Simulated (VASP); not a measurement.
Crystal: ZnH2.

```xyz
6
Lattice="3.2288 0.0000 0.0000 -1.6144 2.7962 0.0000 0.0000 0.0000 10.0092" Properties=species:S:1:pos:R:3 pbc="T T T"
Zn    0.0000    0.0000    8.7581
Zn    0.0000    0.0000    1.2512
H     0.0000    1.8641    0.0000
H     0.0000    1.8641    5.0046
H     1.6144    0.9321    2.5023
H     1.6144    0.9321    7.5069
```

```yaml
Program: VASP 6.6.1
Task: relaxation of cell and atoms
Functional: PBE
Potentials_or_basis: VASP PAW PBE potentials, release 64 (Zn, H)
Cutoff: 600 eV
k_mesh: 6 × 6 × 2
Occupations: gaussian, width 0.1 eV
Spin: no spin polarisation
```

At the start: pressure -8.3 GPa; volume 15.06 Å³/atom.

Problem. Where does the relaxation end?

Solution. Over 29 steps the energy falls by 456.0 meV/atom and the volume is 8.19 Å³/atom (-45.6 %); space group P-6m2 (No. 187, to 0.05 Å).

Step by step:
```csv
step,energy change (eV),largest force (eV/Å),pressure (GPa),volume (Å³)
1,0.0000,1.2547,-8.30,90.37
2,-0.7110,1.0353,-6.93,80.54
3,-1.3991,0.7534,1.69,63.66
4,-1.3988,0.7444,2.13,63.19
5,-1.4772,0.3295,0.84,63.88
6,-1.5195,0.1175,-0.27,64.62
7,-1.5582,0.1547,-2.03,66.09
8,-1.6646,0.2000,-2.35,64.44
9,-2.0209,0.5714,-3.46,59.33
10,-2.3362,0.9312,0.19,47.21
11,-2.4477,0.9453,-1.72,49.38
12,-2.3317,1.0489,-3.25,54.25
13,-2.4382,1.0702,-2.04,50.22
14,-2.4779,0.8705,-1.82,49.41
15,-2.4936,0.5689,-1.16,48.27
16,-2.5340,0.5038,-0.87,48.19
17,-2.6272,0.3433,-0.15,47.92
18,-2.7056,0.1340,2.47,47.29
19,-2.7057,0.1199,2.84,47.22
20,-2.7180,0.0982,1.54,47.96
21,-2.7255,0.0932,-0.24,49.21
22,-2.7266,0.0874,-0.16,49.20
23,-2.7290,0.0711,-0.10,49.15
24,-2.7312,0.0506,0.21,49.06
25,-2.7326,0.0498,0.21,49.13
26,-2.7343,0.0473,-0.11,49.27
27,-2.7338,0.0383,-0.85,49.55
28,-2.7348,0.0444,-0.43,49.39
29,-2.7357,0.0237,-0.07,49.14
```

Final structure:
```
Zn H
1.0
     3.04370    0.00000    0.00000
    -1.52185    2.63592    0.00000
     0.00000    0.00000    6.12546
Zn H
2 4
Direct
  0.00000 0.00000 0.74896
  0.00000 0.00000 0.25104
  0.33333 0.66667 0.00000
  0.33333 0.66667 0.50000
  0.66667 0.33333 0.24859
  0.66667 0.33333 0.75141
```

Caveat: the k points lie up to 0.51 Å⁻¹ apart in the final cell; the volume moved by over 15 % at a fixed basis, so the end points are rough.
